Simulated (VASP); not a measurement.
# Re (I4/mmm) in VASP: notebook

The runs below take Re through single point, with PBEsol.

Everything below comes from runs of VASP 6.6.1. Logs are shortened: lines on timing, memory, paths and dates and some standing lists are left out, and cuts for length are marked.

### Step 1. The cell of the first run

The structure is tetragonal, space group I4/mmm (No. 139). Conventional cell: a = 2.793 Å, b = 2.793 Å, c = 4.009 Å, α = 90.00°, β = 90.00°, γ = 90.00°. Re (site symmetry 4/mmm) has 12 Re at 2.79 to 2.81 Å within 3.7 Å.

This isn't the form of Re at room conditions, which is hcp.

### Step 2. Single point, PBEsol (strain +0.0150 x Voigt [0, 1, 0, 0, 0, 0])

Input file INCAR:

```
  PREC = Accurate
  ENCUT = 520
  EDIFF = 1E-6
  ISMEAR = 0
  SIGMA = 0.15
  LREAL = F
  LASPH = T
  NELM = 80
  ALGO = Normal
  ISIF = 2
  LWAVE = F
  LCHARG = T
  GGA = PS
  LELF = T
  LVHAR = T
  NBANDS = 10
```

Input file KPOINTS:

```
Automatic mesh
0
Gamma
  20 20 20
```

Input file POSCAR:

```
Re
1.0
    0.0000000000      2.0046250000      1.9750000000
    1.9750000000      0.0000000000      1.9750000000
    1.9750000000      2.0046250000      0.0000000000
Re
1
Direct
    0.0000000000      0.0000000000      0.0000000000
```

Potentials or basis: VASP PAW PBE potentials, release 64 (Re).

Command:

```bash
> cat potpaw_PBE.64/Re/POTCAR > POTCAR
> mpirun -np 1 vasp_std > vasp.out
```

OUTCAR:

```text
PREC = Accurate
   ENCUT = 520
   EDIFF = 1E-6
   ISMEAR = 0
   LREAL = F
   LASPH = T
   NELM = 80
   ISIF = 2
   GGA = PS

 ion  position               nearest neighbor table
   1  0.000  0.000  0.000-

  LATTYP: Found a body centered tetragonal cell.
 ALAT       =     2.7930717857
 C/A-ratio  =     1.4354267658

  Lattice vectors:

 A1 = (   0.0000000000,  -2.0046250000,   1.9750000000)
 A2 = (   0.0000000000,  -2.0046250000,  -1.9750000000)
 A3 = (   1.9750000000,   2.0046250000,   0.0000000000)

Analysis of symmetry for initial positions (statically):
=====================================================================
 Subroutine PRICEL returns:
 Original cell was already a primitive cell.

 Routine SETGRP: Setting up the symmetry group for a
 body centered tetragonal supercell.

 Subroutine GETGRP returns: Found 16 space group operations
 (whereof 16 operations were pure point group operations)
 out of a pool of 16 trial point group operations.

The static configuration has the point symmetry D_4h.

Analysis of symmetry for dynamics (positions and initial velocities):
=====================================================================
 Subroutine PRICEL returns:
 Original cell was already a primitive cell.

 Routine SETGRP: Setting up the symmetry group for a
 body centered tetragonal supercell.

 Subroutine GETGRP returns: Found 16 space group operations
 (whereof 16 operations were pure point group operations)
 out of a pool of 16 trial point group operations.

The dynamic configuration has the point symmetry D_4h.

 Subroutine INISYM returns: Found 16 space group operations
 (whereof 16 operations are pure point group operations),
 and found     1 'primitive' translations

----------------------------------------------------------------------------------------

                                     Primitive cell

  volume of cell :      15.6386

  direct lattice vectors                    reciprocal lattice vectors
     0.000000000  2.004625000  1.975000000    -0.253164557  0.249423209  0.253164557
     1.975000000  0.000000000  1.975000000     0.253164557 -0.249423209  0.253164557
     1.975000000  2.004625000  0.000000000     0.253164557  0.249423209 -0.253164557

  length of vectors
     2.814097793  2.793071786  2.814097793     0.436344500  0.436344500  0.436344500

  position of ions in fractional coordinates (direct lattice)
     0.000000000  0.000000000  0.000000000

  ion indices of the primitive-cell ions
   primitive index   ion index
                 1           1

----------------------------------------------------------------------------------------

 KPOINTS: Automatic mesh

Automatic generation of k-mesh.
 Grid dimensions read from file:
 generate k-points for:   20   20   20

 Generating k-lattice:

  Cartesian coordinates                     Fractional coordinates (reciprocal lattice)
    -0.012658228  0.012471160  0.012658228     0.050000000  0.000000000  0.000000000
     0.012658228 -0.012471160  0.012658228     0.000000000  0.050000000  0.000000000
     0.012658228  0.012471160 -0.012658228     0.000000000  0.000000000  0.050000000

  Length of vectors
     0.021817225  0.021817225  0.021817225

  Shift w.r.t. Gamma in fractional coordinates (k-lattice)
     0.000000000  0.000000000  0.000000000

 Subroutine IBZKPT returns following result:
 ===========================================

 Found    641 irreducible k-points:

 Following reciprocal coordinates:
            Coordinates               Weight
  0.000000  0.000000  0.000000      1.000000
  0.050000  0.000000 -0.000000      8.000000
  0.100000  0.000000 -0.000000      8.000000
  0.150000  0.000000  0.000000      8.000000
  0.200000  0.000000 -0.000000      8.000000
  0.250000  0.000000 -0.000000      8.000000
[... 16 lines left out ...]
 -0.400000  0.050000  0.000000     16.000000
 -0.350000  0.050000 -0.000000     16.000000
 [... further k-points ...]
   k-points           NKPTS =    641   k-points in BZ     NKDIM =    641   number of bands    NBANDS=     10
   number of dos      NEDOS =    301   number of ions     NIONS =      1
   total plane-waves  NPLWV =  13824
   dimension x,y,z NGX =    24 NGY =   24 NGZ =   24
   dimension x,y,z NGXF=    48 NGYF=   48 NGZF=   48
   ions per type =               1
   NGX,Y,Z   is equivalent  to a cutoff of  14.18, 14.28, 14.18 a.u.
   NGXF,Y,Z  is equivalent  to a cutoff of  28.36, 28.57, 28.36 a.u.
 SYSTEM =  unknown system
   PREC   = accura    normal or accurate (medium, high low for compatibility)
   ISTART =      0    job   : 0-new  1-cont  2-samecut
   ICHARG =      2    charge: 1-file 2-atom 10-const
   ISPIN  =      1    spin polarized calculation?
   LNONCOLLINEAR =      F non collinear calculations
   LSORBIT =      F    spin-orbit coupling
   LASPH  =      T    aspherical Exc in radial PAW
   ENCUT  =  520.0 eV  38.22 Ry    6.18 a.u.   5.23  5.19  5.23*2*pi/ulx,y,z
   NELM   =     80;   NELMIN=  2; NELMDL= -5     # of ELM steps
   EDIFF  = 0.1E-05   stopping-criterion for ELM
   LREAL  =      F    real-space projection
   EDIFFG = 0.1E-04   stopping-criterion for IOM
   NSW    =      0    number of steps for IOM
   IBRION =     -1    ionic relax: 0-MD 1-quasi-New 2-CG
   NFREE  =      0    steps in history (QN), initial steepest desc. (CG)
   ISIF   =      2    stress and relaxation
   ISYM   =      2    0-nonsym 1-usesym 2-fastsym
   POTIM  = 0.5000    time-step for ionic-motion
   TEBEG  =    0.0;   TEEND  =   0.0 temperature during run
   PSTRESS=    0.0 pullay stress
   NELECT =       7.0000    total number of electrons
   NUPDOWN=      -1.0000    fix difference up-down
   EMIN   =  10.00;   EMAX   =-10.00  energy-range for DOS
   EFERMI =   0.00;   METHOD = LEGACY
   ISMEAR =     0;   SIGMA  =   0.15  broadening in eV -4-tet -1-fermi 0-gaus
   EFERMI_NEDOS =   21; number of points for ismear=-14 and -15
   IALGO  =     38    algorithm
   IMIX   =      4    mixing-type and parameters
     AMIX     =   0.40;   BMIX     =  1.00
     AMIX_MAG =   1.60;   BMIX_MAG =  1.00
  volume/ion in A,a.u.               =      15.64       105.53
  Fermi-wavevector in a.u.,A,eV,Ry     =   1.252300  2.366504 21.337410  1.568255
  Thomas-Fermi vector in A             =   2.386207
   LORBIT       =      0    0 simple, 1 ext, 2 COOP (PROOUT), +10 PAW based schemes
   GGA     = PS    functional components
   LHFCALC =     F    Hartree Fock is set to
   AEXX    =    0.0000 exact exchange contribution
   IVDW    =     0    specifies the selected vdW correction
   LEPSILON=     F    determine dielectric tensor
   LRPA    =     F    only Hartree local field effects (RPA)
 non-spin polarized calculation
 Gauss-broadening in eV      SIGMA  =   0.15
  energy-cutoff  :      520.00
  volume of cell :       15.64
 maximum number of plane-waves:       444
 NGX is ok and might be reduce to    24
   NGX = 11   NGY = 11   NGZ = 11

 number of electron       7.0000000 magnetization

 Free energy of the ion-electron system (eV)
  ---------------------------------------------------
  ext. energy  EPLUGINS =         0.00000000
  ---------------------------------------------------
  free energy    TOTEN  =       -13.22554969 eV

  energy without entropy =      -13.21543101  energy(sigma->0) =      -13.22049035

 E-fermi :   7.2487     XC(G=0): -13.4890

 val. band max:        7.2464630691   @ k =   0.2500   0.4500   0.1500
 cond. band min:       7.2559718583   @ k =   0.3000  -0.3500   0.1000
 fundamental gap:      0.0095087891
 Fermi energy:         7.2486674314

 k-point     1 :       0.0000    0.0000    0.0000
  band No.  band energies     occupation
      1      -2.4895      2.00000
      2       5.3496      2.00000
      3       5.5528      2.00000
      4       5.5528      2.00000
      5       8.2464      0.00000
      6       8.5238      0.00000
      7      21.1362      0.00000
      8      26.1056      0.00000
      9      26.5764      0.00000
     10      26.5764      0.00000

 k-point     2 :       0.0500    0.0000   -0.0000
  band No.  band energies     occupation
      1      -2.3804      2.00000
      2       5.3436      2.00000
      3       5.5362      2.00000
      4       5.6041      2.00000
      5       8.2095      0.00000
      6       8.4804      0.00000
      7      21.3466      0.00000
      8      25.7635      0.00000
      9      26.5033      0.00000
     10      26.7741      0.00000

 k-point     3 :       0.1000    0.0000   -0.0000
  band No.  band energies     occupation
      1      -2.0618      2.00000
      2       5.1990      2.00000
      3       5.6204      2.00000
      4       5.7432      2.00000
      5       8.1248      0.00000
      6       8.3744      0.00000
      7      21.9327      0.00000
      8      24.6254      0.00000
      9      27.0255      0.00000
     10      27.3514      0.00000

 k-point     4 :       0.1500    0.0000    0.0000
  band No.  band energies     occupation
      1      -1.5623      2.00000
      2       4.9574      2.00000
      3       5.7727      2.00000
      4       5.9190      2.00000
      5       8.0715      0.00000
      6       8.2804      0.00000
      7      22.6260      0.00000
      8      23.5577      0.00000
      9      27.9202      0.00000
     10      28.2649      0.00000
[... 222 lines left out ...]
 k-point    22 :      -0.4500    0.0500    0.0000
  band No.  band energies     occupation
      1       0.8786      2.00000
      2       5.1945      2.00000
      3       5.3907      2.00000
      4       7.0274      1.96305
      5      10.5528      0.00000
      6      11.0003      0.00000
      7      16.4555      0.00000
      8      20.9038      0.00000
      9      26.5025      0.00000
     10      26.9257      0.00000

 k-point    23 :      -0.4000    0.0500    0.0000
  band No.  band energies     occupation
      1       0.8550      2.00000
      2       5.2811      2.00000
      3       5.4754      2.00000
      4       6.4211      2.00000
      5      10.0984      0.00000
      6      10.7473      0.00000
      7      17.3118      0.00000
      8      21.3240      0.00000
      9      26.9150      0.00000
     10      27.8576      0.00000

 k-point    24 :      -0.3500    0.0500   -0.0000
  band No.  band energies     occupation
      1       0.7553      2.00000
      2       5.4253      2.00000
      3       5.6024      2.00000
      4       5.6534      2.00000
      5       9.4881      0.00000
      6      10.2819      0.00000
      7      18.4726      0.00000
      8      22.1492      0.00000
      9      27.7654      0.00000
     10      29.2715      0.00000

 [... further k-points ...]

------------------------ aborting loop because EDIFF is reached ----------------------------------------

  FORCE on cell =-STRESS in cart. coord.  units (eV):
  Direction    XX          YY          ZZ          XY          YZ          ZX
  --------------------------------------------------------------------------------------
  -------------------------------------------------------------------------------------
  Total       -2.1559091     -2.5399845     -2.1559091      0.0000000     -0.0000000      0.0000000
  in kB     -220.8735350   -260.2221818   -220.8735350      0.0000000     -0.0000000      0.0000000
  external PRESSURE =    -233.9897506 kB  Pullay stress =       0.0000000 kB

 VOLUME and BASIS-vectors are now :
 -----------------------------------------------------------------------------
  energy-cutoff  :      520.00
  volume of cell :       15.64
      direct lattice vectors                 reciprocal lattice vectors
     0.000000000  2.004625000  1.975000000    -0.253164557  0.249423209  0.253164557
     1.975000000  0.000000000  1.975000000     0.253164557 -0.249423209  0.253164557
     1.975000000  2.004625000  0.000000000     0.253164557  0.249423209 -0.253164557

 POSITION                                       TOTAL-FORCE (eV/Angst)
 -----------------------------------------------------------------------------------
      0.00000      0.00000      0.00000         0.000000      0.000000      0.000000
 -----------------------------------------------------------------------------------
    total drift:                                0.000000      0.000000      0.000000

  FREE ENERGIE OF THE ION-ELECTRON SYSTEM (eV)
  ---------------------------------------------------
  free  energy   TOTEN  =       -13.2255496873 eV

  energy  without entropy=      -13.2154310144  energy(sigma->0) =      -13.22049035
```

Run time: 2 min. Hardware: 1 thread of Intel Xeon 8259CL, shared host; peak memory 0.23 GiB.

What came out:

```yaml
Free_energy: -13.2255 eV
Pressure: -23.4 GPa
Band_gap_on_the_k_mesh: zero (an odd number of electrons rules out a gap without spin polarisation)
```

Stress tensor (GPa, compression positive):
```
-22.09   0.00   0.00
  0.00 -26.02   0.00
  0.00   0.00 -22.09
```

Levels at points of the mesh, in eV from the Fermi level:
```tsv
k point	band 1	band 2	band 3	band 4	band 5	band 6	band 7	band 8
(0.00, 0.00, 0.00)	-9.74	-1.90	-1.70	-1.70	1.00	1.28	13.89	18.86
(0.50, 0.00, 0.00)	-6.46	-2.06	-1.85	0.12	3.41	3.53	9.08	13.36
(0.50, 0.50, 0.00)	-6.32	-5.50	2.65	3.40	4.05	4.26	11.61	11.79
(0.50, 0.00, 0.50)	-6.34	-5.48	2.35	3.43	4.14	4.14	11.67	11.95
```

Caveat: the cell differs from its parent crystal (strain +0.0150 x Voigt [0, 1, 0, 0, 0, 0]); the cell stands under tension; the PAW data sets were made with another functional, which shifts forces and pressure a little; spin-orbit coupling is left out, which moves the levels of the heavy elements.

### Step 3. Single point, PBEsol (strain +0.0100 x Voigt [0, 1, 0, 0, 0, 0])

Input file INCAR:

```
  PREC = Accurate
  ENCUT = 520
  EDIFF = 1E-6
  ISMEAR = 0
  SIGMA = 0.15
  LREAL = False
  LASPH = True
  NELM = 60
  ALGO = Fast
  ISIF = 2
  LWAVE = False
  LCHARG = True
  GGA = PS
  LELF = True
  LVHAR = True
  NBANDS = 10
```

Input file KPOINTS:

```
regular mesh
0
Gamma
  20 20 20
```

Input file POSCAR:

```
Re
1.0
    0.0000000000      1.9947500000      1.9750000000
    1.9750000000      0.0000000000      1.9750000000
    1.9750000000      1.9947500000      0.0000000000
Re
1
Direct
    0.0000000000      0.0000000000      0.0000000000
```

Potentials or basis: VASP PAW PBE potentials, release 64 (Re).

Command:

```bash
> cat potpaw_PBE.64/Re/POTCAR > POTCAR
> mpirun -np 1 vasp_std > vasp.out
```

It took 2.3 min on 1 thread of Intel Xeon 8259CL, shared host; peak memory 0.23 GiB.

The run converged. Its results:

```
Free energy            : -13.2375 eV
Pressure               : -22.0 GPa
Band gap on the k mesh : zero (an odd number of electrons rules out a gap without spin polarisation)
```

Stress tensor (GPa, compression positive):
```
-21.16   0.00   0.00
  0.00 -23.80   0.00
  0.00   0.00 -21.16
```

Levels at points of the mesh, in eV from the Fermi level:
```csv
k point,band 1,band 2,band 3,band 4,band 5,band 6,band 7,band 8
"(0.00, 0.00, 0.00)",-9.77,-1.87,-1.73,-1.73,1.05,1.24,13.89,18.99
"(0.50, 0.00, 0.00)",-6.50,-2.04,-1.89,0.13,3.46,3.54,9.15,13.36
"(0.50, 0.50, 0.00)",-6.37,-5.54,2.63,3.44,4.12,4.26,11.70,11.83
"(0.50, 0.00, 0.50)",-6.38,-5.52,2.43,3.45,4.18,4.18,11.83,11.93
```

Caveat: the cell differs from its parent crystal (strain +0.0100 x Voigt [0, 1, 0, 0, 0, 0]); the cell stands under tension; the PAW data sets were made with another functional, which shifts forces and pressure a little; spin-orbit coupling is left out, which moves the levels of the heavy elements.
